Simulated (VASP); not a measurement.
Runs of VASP 6.6.1 on Rh. The structure is that of space group I4/mmm (No. 139), or close to it. The cells are those of the table. 

```tsv
cell	further INCAR settings	gap on the mesh (eV)	pressure (GPa)
a = 2.637, b = 2.637, c = 3.126 Å, angles 53.6, 53.6, 72.7°, 1 atom	ALGO = Fast; EDIFF = 1e-06; NBANDS = 14	none	6.5
a = 3.016, b = 3.016, c = 2.366 Å, angles 66.9, 66.9, 46.2°, 1 atom	ALGO = Fast; EDIFF = 1e-07; NBANDS = 14	none	31.0
a = 2.878, b = 2.878, c = 2.481 Å, angles 64.5, 64.5, 51.1°, 1 atom	ALGO = Fast; EDIFF = 1e-07; NBANDS = 14	none	12.2
a = 2.675, b = 2.675, c = 2.784 Å, angles 58.6, 58.6, 62.7°, 1 atom	ALGO = Fast; EDIFF = 1e-06; NBANDS = 14	none	(b)
a = 2.758, b = 2.758, c = 2.623 Å, angles 61.6, 61.6, 56.8°, 1 atom	ALGO = Fast; EDIFF = 1e-06; NBANDS = 14	none	(a)
```

Alike in all rows: task single point; level PBE; potentials or basis VASP PAW PBE potentials, release 64 (Rh_pv); no spin polarisation; k mesh 30 × 30 × 30; cutoff (eV) 520; smearing gaussian 0.15 eV.

Q: Estimate the missing entries.

A: (a) 1.6; (b) 1.0.

Caveats: the stress differs along the axes, from -5 to 12 GPa (at least some runs); the stress differs along the axes, from -22 to 58 GPa (at least some runs); the stress differs along the axes, from -22 to 29 GPa (at least some runs); the stress differs along the axes, from -14 to 9 GPa (at least some runs).

A k mesh can miss the band edges, and the runs leave out spin-orbit coupling on Rh.

A gap of «none» marks levels without a gap at the run's occupations.
